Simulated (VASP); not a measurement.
Crystal: ZnS.

```
CELL_PARAMETERS angstrom
3.80580 0.00000 0.00000
-1.90290 3.29592 0.00000
0.00000 0.00000 6.23798
ATOMIC_POSITIONS crystal
Zn 0.33333 0.66667 0.00014
Zn 0.66667 0.33333 0.50014
S 0.33333 0.66667 0.37486
S 0.66667 0.33333 0.87486
```

Base run:

```yaml
Program: VASP 6.6.1
Functional: PBE
Potentials_or_basis: VASP PAW PBE potentials, release 64 (Zn, S)
Cutoff: 520 eV
k_mesh: 10 × 10 × 6
Occupations: fermi-dirac, width 0.01 eV
Spin: no spin polarisation
```

Its results: band gap on the k mesh 2.23 eV; pressure 2.5 GPa; largest force 0.011 eV/Å.

Question: The run is repeated on the same cell with these changes: functional from PBE to r2SCAN. What comes out?

Answer: Band gap on the k mesh 2.80 eV; pressure 0.2 GPa; largest force 0.007 eV/Å.

Caveats: the PAW data sets were made with another functional, which shifts forces and pressure a little (at least some runs).

A k mesh can miss the band edges.
